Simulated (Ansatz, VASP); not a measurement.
# Ta in VASP and in Ansatz

```xyz
1
Lattice="-1.5425 1.5425 1.9591 1.5425 -1.5425 1.9591 1.5425 1.5425 -1.9591" Properties=species:S:1:pos:R:3 pbc="T T T"
Ta    0.0000    0.0000    0.0000
```

Alike in both runs: task single point; functional PBE; k mesh 20 × 20 × 20; occupations gaussian, width 0.15 eV; no spin polarisation.

|  | VASP | Ansatz |
| --- | --- | --- |
| version | VASP 6.6.1 | Ansatz 0.2.0 |
| potentials or method | VASP PAW PBE potentials, release 64 (Ta_pv), cutoff 520 eV | scalar-relativistic, plane waves, PAW |
| valence electrons in the cell | 11 | 13 |

Ansatz gave:

- gap on the k mesh at the Fermi level (eV): none
- pressure (GPa): 0.2
- traceless stress, the component that is largest in VASP (GPa): -9.00

Question: Estimate VASP's values.

Answer: gap on the k mesh at the Fermi level (eV): none; pressure (GPa): 0.2; traceless stress, the component that is largest in VASP (GPa): -9.02.

A gap of «none» marks a metal or a gap that the smearing closes. VASP's potentials hold 11 valence electrons a cell and Ansatz's 13, so a difference there can come from the potentials and not from the codes.

Spin-orbit coupling is off throughout.
